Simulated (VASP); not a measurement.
# FeCo4 (I4/m) in VASP: single point with PBE

Aim: the single point of FeCo4 with PBE.

All numbers are computed with VASP 6.6.1; they aren't measurements. Logs are shortened: lines on timing, memory, paths and dates and some standing lists are left out, and cuts for length are marked.

### 1 The cell of the first run

Symmetry: I4/m, No. 87, tetragonal system. Conventional cell: a = 5.596 Å, b = 5.596 Å, c = 3.546 Å, α = 90.00°, β = 90.00°, γ = 90.00°. Fe (site symmetry 4/m) has 12 Co at 2.51 Å within 3.3 Å. Within 3.3 Å of Co (site symmetry m) lie 9 Co at 2.46 to 2.54 Å and 3 Fe at 2.51 Å.

### 2 Single point, PBE, collinear spin, ferromagnetic start

Input file INCAR:

```
SYSTEM = FeCo4
PREC     = Accurate       ! precision mode
ENCUT    = 520            ! plane-wave cutoff, eV
EDIFF    = 1E-7           ! SCF threshold, eV
ISMEAR   = 0              ! smearing method
SIGMA    = 0.1            ! smearing width, eV
LREAL    = .False.        ! projectors in reciprocal space
LASPH    = .True.         ! aspherical terms in the spheres
NELM     = 150            ! most SCF steps
ALGO     = Normal         ! electronic algorithm
ISIF     = 2              ! what is computed and relaxed
LWAVE    = .False.        ! write WAVECAR
LCHARG   = .False.        ! write CHGCAR
ISPIN    = 2              ! spin polarisation
MAGMOM   = 2.88 1.89 1.89 1.89 1.89 ! initial moments
LORBIT   = 11             ! projections on sites
LMAXMIX  = 4              ! l up to which the mixer works
GGA      = PE             ! functional
NBANDS   = 34             ! bands
KPAR     = 4
```

Input file KPOINTS:

```
Automatic mesh
0
Gamma
  12 12 12
  0 0 0
```

Input file POSCAR:

```
FeCo4
1.0
   -2.7979665370      2.7979665370      1.7729969315
    2.7979665370     -2.7979665370      1.7729969315
    2.7979665370      2.7979665370     -1.7729969315
Fe Co
1 4
Direct
    0.0000000000      0.0000000000      0.0000000000
    0.1977780468      0.4032379152      0.6010159620
    0.8022219532      0.5967620848      0.3989840380
    0.4032379152      0.8022219532      0.2054598684
    0.5967620848      0.1977780468      0.7945401316
```

Potentials or basis: VASP PAW PBE potentials, release 64 (Fe, Co).

Command:

```console
$ cat potpaw_PBE.64/Fe/POTCAR potpaw_PBE.64/Co/POTCAR > POTCAR
$ mpirun -np 4 vasp_std > vasp.out
```

OUTCAR:

```text
SYSTEM = FeCo4
   PREC = Accurate
   ENCUT = 520
   EDIFF = 1E-7
   ISMEAR = 0
   LREAL = .False.
   LASPH = .True.
   NELM = 150
   ISIF = 2
   ISPIN = 2
   LORBIT = 11
   GGA = PE

 ion  position               nearest neighbor table
   1  0.000  0.000  0.000-   5 2.51   4 2.51   5 2.51   4 2.51   3 2.51   2 2.51   3 2.51   2 2.51
                             3 2.51   2 2.51   4 2.51   5 2.51
   2  0.198  0.403  0.601-   3 2.46   4 2.49   4 2.49   5 2.49   5 2.49   1 2.51   1 2.51   5 2.51
                             4 2.51   1 2.51   3 2.54   3 2.54
   3  0.802  0.597  0.399-   2 2.46   5 2.49   5 2.49   4 2.49   4 2.49   1 2.51   1 2.51   4 2.51
                             5 2.51   1 2.51   2 2.54   2 2.54
   4  0.403  0.802  0.205-   5 2.46   2 2.49   2 2.49   3 2.49   3 2.49   1 2.51   1 2.51   3 2.51
                             2 2.51   1 2.51   5 2.54   5 2.54
   5  0.597  0.198  0.795-   4 2.46   3 2.49   3 2.49   2 2.49   2 2.49   1 2.51   1 2.51   2 2.51
                             3 2.51   1 2.51   4 2.54   4 2.54

  LATTYP: Found a body centered tetragonal cell.
 ALAT       =     5.5959330740
 C/A-ratio  =     0.6336733867

  Lattice vectors:

 A1 = (  -2.7979665370,   2.7979665370,   1.7729969315)
 A2 = (   2.7979665370,  -2.7979665370,   1.7729969315)
 A3 = (   2.7979665370,   2.7979665370,  -1.7729969315)

Analysis of symmetry for initial positions (statically):
=====================================================================
 Subroutine PRICEL returns:
 Original cell was already a primitive cell.

 Routine SETGRP: Setting up the symmetry group for a
 body centered tetragonal supercell.

 Subroutine GETGRP returns: Found  8 space group operations
 (whereof  8 operations were pure point group operations)
 out of a pool of 16 trial point group operations.

The static configuration has the point symmetry C_4h.

Analysis of symmetry for dynamics (positions and initial velocities):
=====================================================================
 Subroutine PRICEL returns:
 Original cell was already a primitive cell.

 Routine SETGRP: Setting up the symmetry group for a
 body centered tetragonal supercell.

 Subroutine GETGRP returns: Found  8 space group operations
 (whereof  8 operations were pure point group operations)
 out of a pool of 16 trial point group operations.

The dynamic configuration has the point symmetry C_4h.

Analysis of structural, dynamic, and magnetic symmetry:
=====================================================================
 Subroutine PRICEL returns:
 Original cell was already a primitive cell.

 Routine SETGRP: Setting up the symmetry group for a
 body centered tetragonal supercell.

 Subroutine GETGRP returns: Found  8 space group operations
 (whereof  8 operations were pure point group operations)
 out of a pool of 16 trial point group operations.

The overall configuration has the point symmetry C_4h.

 Subroutine INISYM returns: Found  8 space group operations
 (whereof  8 operations are pure point group operations),
 and found     1 'primitive' translations

----------------------------------------------------------------------------------------

                                     Primitive cell

  volume of cell :      55.5205

  direct lattice vectors                    reciprocal lattice vectors
    -2.797966537  2.797966537  1.772996932     0.000000000  0.178701208  0.282008384
     2.797966537 -2.797966537  1.772996932     0.178701208  0.000000000  0.282008384
     2.797966537  2.797966537 -1.772996932     0.178701208  0.178701208  0.000000000

  length of vectors
     4.335983349  4.335983349  4.335983349     0.333860526  0.333860526  0.252721672

  position of ions in fractional coordinates (direct lattice)
     0.000000000  0.000000000  0.000000000
     0.197778047  0.403237915  0.601015962
     0.802221953  0.596762085  0.398984038
     0.403237915  0.802221953  0.205459868
     0.596762085  0.197778047  0.794540132

  ion indices of the primitive-cell ions
   primitive index   ion index
[... 34 lines left out ...]
  0.000000  0.000000  0.000000      1.000000
  0.083333  0.000000 -0.000000      8.000000
  0.166667  0.000000  0.000000      8.000000
  0.250000  0.000000  0.000000      8.000000
  0.333333  0.000000  0.000000      8.000000
  0.416667  0.000000  0.000000      8.000000
[... 16 lines left out ...]
 -0.250000  0.083333  0.000000      8.000000
 -0.083333  0.250000  0.000000      8.000000
 [... further k-points ...]
   k-points           NKPTS =    242   k-points in BZ     NKDIM =    242   number of bands    NBANDS=     34
   number of dos      NEDOS =    301   number of ions     NIONS =      5
   total plane-waves  NPLWV =  32768
   dimension x,y,z NGX =    32 NGY =   32 NGZ =   32
   dimension x,y,z NGXF=    64 NGYF=   64 NGZF=   64
   ions per type =               1   4
   NGX,Y,Z   is equivalent  to a cutoff of  12.27, 12.27, 12.27 a.u.
   NGXF,Y,Z  is equivalent  to a cutoff of  24.54, 24.54, 24.54 a.u.
 SYSTEM =  FeCo4
   PREC   = accura    normal or accurate (medium, high low for compatibility)
   ISTART =      0    job   : 0-new  1-cont  2-samecut
   ICHARG =      2    charge: 1-file 2-atom 10-const
   ISPIN  =      2    spin polarized calculation?
   LNONCOLLINEAR =      F non collinear calculations
   LSORBIT =      F    spin-orbit coupling
   LASPH  =      T    aspherical Exc in radial PAW
   ENCUT  =  520.0 eV  38.22 Ry    6.18 a.u.   8.06  8.06  8.06*2*pi/ulx,y,z
   NELM   =    150;   NELMIN=  2; NELMDL= -5     # of ELM steps
   EDIFF  = 0.1E-06   stopping-criterion for ELM
   LREAL  =      F    real-space projection
   EDIFFG = 0.1E-05   stopping-criterion for IOM
   NSW    =      0    number of steps for IOM
   IBRION =     -1    ionic relax: 0-MD 1-quasi-New 2-CG
   NFREE  =      0    steps in history (QN), initial steepest desc. (CG)
   ISIF   =      2    stress and relaxation
   ISYM   =      2    0-nonsym 1-usesym 2-fastsym
   POTIM  = 0.5000    time-step for ionic-motion
   TEBEG  =    0.0;   TEEND  =   0.0 temperature during run
   PSTRESS=    0.0 pullay stress
   NELECT =      44.0000    total number of electrons
   NUPDOWN=      -1.0000    fix difference up-down
   EMIN   =  10.00;   EMAX   =-10.00  energy-range for DOS
   EFERMI =   0.00;   METHOD = LEGACY
   ISMEAR =     0;   SIGMA  =   0.10  broadening in eV -4-tet -1-fermi 0-gaus
   EFERMI_NEDOS =   21; number of points for ismear=-14 and -15
   IALGO  =     38    algorithm
   IMIX   =      4    mixing-type and parameters
     AMIX     =   0.40;   BMIX     =  1.00
     AMIX_MAG =   1.60;   BMIX_MAG =  1.00
  volume/ion in A,a.u.               =      11.10        74.93
  Fermi-wavevector in a.u.,A,eV,Ry     =   1.514984  2.862905 31.227773  2.295177
  Thomas-Fermi vector in A             =   2.624569
   LORBIT       =     11    0 simple, 1 ext, 2 COOP (PROOUT), +10 PAW based schemes
   GGA     = PE    functional components
   LHFCALC =     F    Hartree Fock is set to
   AEXX    =    0.0000 exact exchange contribution
   IVDW    =     0    specifies the selected vdW correction
   LEPSILON=     F    determine dielectric tensor
   LRPA    =     F    only Hartree local field effects (RPA)
 spin polarized calculation
 Gauss-broadening in eV      SIGMA  =   0.10
  energy-cutoff  :      520.00
  volume of cell :       55.52
 maximum number of plane-waves:      1518
   NGX = 17   NGY = 17   NGZ = 17

 number of electron      44.0000000 magnetization      10.4400000

 number of electron      44.0000006 magnetization       9.1286108

 Free energy of the ion-electron system (eV)
  ---------------------------------------------------
  ext. energy  EPLUGINS =         0.00000000
  ---------------------------------------------------
  free energy    TOTEN  =       -36.31968734 eV

  energy without entropy =      -36.29362729  energy(sigma->0) =      -36.30665732

 E-fermi :   9.2574     XC(G=0): -13.2599

 val. band max:        9.2568824098   @ k =  -0.3333  -0.3333   0.2500
 cond. band min:       9.2576421402   @ k =   0.4167   0.0833   0.0833
 fundamental gap:      0.0007597303
 Fermi energy:         9.2574238992

 spin component 1

 k-point     1 :       0.0000    0.0000    0.0000
  band No.  band energies     occupation
      1       0.4077      1.00000
      2       5.0064      1.00000
      3       5.0130      1.00000
      4       5.0737      1.00000
      5       5.0737      1.00000
      6       5.5502      1.00000
[... 877 lines left out ...]
     33      18.1625      0.00000
     34      19.1732      0.00000

 [... further k-points ...]

 spin component 2

 k-point     1 :       0.0000    0.0000    0.0000
  band No.  band energies     occupation
      1       0.4704      1.00000
      2       6.2624      1.00000
      3       6.2624      1.00000
      4       6.3871      1.00000
      5       6.4698      1.00000
      6       6.7713      1.00000
[... 877 lines left out ...]
     33      18.8886      0.00000
     34      19.7584      0.00000

 [... further k-points ...]

------------------------ aborting loop because EDIFF is reached ----------------------------------------

  FORCE on cell =-STRESS in cart. coord.  units (eV):
  Direction    XX          YY          ZZ          XY          YZ          ZX
  --------------------------------------------------------------------------------------
  -------------------------------------------------------------------------------------
  Total       -0.1958002     -0.1958002     -0.2212716     -0.0000006      0.0000000      0.0000000
  in kB       -5.6502910     -5.6502910     -6.3853280     -0.0000170      0.0000000      0.0000000
  external PRESSURE =      -5.8953033 kB  Pullay stress =       0.0000000 kB

 VOLUME and BASIS-vectors are now :
 -----------------------------------------------------------------------------
  energy-cutoff  :      520.00
  volume of cell :       55.52
      direct lattice vectors                 reciprocal lattice vectors
    -2.797966537  2.797966537  1.772996932     0.000000000  0.178701208  0.282008384
     2.797966537 -2.797966537  1.772996932     0.178701208  0.000000000  0.282008384
     2.797966537  2.797966537 -1.772996932     0.178701208  0.178701208  0.000000000

 POSITION                                       TOTAL-FORCE (eV/Angst)
 -----------------------------------------------------------------------------------
      0.00000      0.00000      0.00000         0.000000      0.000000     -0.000000
      2.25649      1.10675      0.00000         0.004212     -0.009674      0.000000
      0.54147      1.69121      1.77300        -0.004212      0.009674     -0.000000
      1.69121     -0.54147      1.77300         0.009674      0.004212     -0.000000
      1.10675      3.33944      0.00000        -0.009674     -0.004212      0.000000
 -----------------------------------------------------------------------------------
    total drift:                               -0.000000     -0.000000      0.000000

  FREE ENERGIE OF THE ION-ELECTRON SYSTEM (eV)
  ---------------------------------------------------
  free  energy   TOTEN  =       -36.3196873379 eV

  energy  without entropy=      -36.2936272923  energy(sigma->0) =      -36.30665732

 total charge

# of ion       s       p       d       tot
------------------------------------------
    1        0.479   0.520   6.204   7.203
    2        0.488   0.515   7.253   8.256
    3        0.488   0.515   7.253   8.256
    4        0.488   0.515   7.253   8.256
    5        0.488   0.515   7.253   8.256
--------------------------------------------------
tot          2.429   2.582  35.214  40.225

 magnetization (x)

# of ion       s       p       d       tot
------------------------------------------
    1       -0.005  -0.037   2.630   2.589
    2       -0.016  -0.051   1.719   1.652
    3       -0.016  -0.051   1.719   1.652
    4       -0.016  -0.051   1.719   1.652
    5       -0.016  -0.051   1.719   1.652
--------------------------------------------------
tot         -0.068  -0.240   9.505   9.196
```

It took 4.1 min on 4 MPI ranks of Intel Xeon Platinum 8375C at 2.90GHz (Ice Lake), shared host; peak memory 0.7 GiB.

Results:

```
Free energy                                           : -36.3197 eV
Pressure                                              : -0.6 GPa
Largest force                                         : 0.011 eV/Å
Net moment                                            : 9.13 μB per cell
Site moments                                          : Fe +2.59; Co +1.65 μB
Valence electrons inside the program's atomic spheres : Fe 7.20; Co 8.26
```

Forces on the atoms (eV/Å):
```
Fe   0.000  0.000  0.000
Co   0.004 -0.010  0.000
Co  -0.004  0.010  0.000
Co   0.010  0.004  0.000
Co  -0.010 -0.004  0.000
```

Levels at points of the mesh, in eV from the Fermi level:
Spin up:
```csv
k point,band 24,band 25,band 26,band 27,band 28,band 29,band 30,band 31
"(0.00, 0.00, 0.00)",-0.76,-0.65,-0.65,3.76,3.84,3.84,3.89,9.88
"(0.50, 0.00, 0.00)",-0.72,-0.71,-0.39,-0.25,-0.24,3.24,3.41,6.10
"(0.50, 0.50, 0.00)",-0.78,-0.67,-0.44,-0.43,2.54,6.06,6.24,7.18
"(0.50, 0.50, 0.50)",-0.44,-0.44,-0.33,-0.33,-0.22,-0.16,2.49,9.45
```
Spin down:
```
           k point  band 15  band 16  band 17  band 18  band 19  band 20
(0.00, 0.00, 0.00)    -0.95    -0.85     0.28     0.35     0.35     0.37
(0.50, 0.00, 0.00)    -0.90    -0.39    -0.24    -0.10     0.03     0.34
(0.50, 0.50, 0.00)    -0.45    -0.04    -0.01     0.07     0.27     0.75
(0.50, 0.50, 0.50)     0.23     0.38     0.39     0.39     0.56     0.58
```
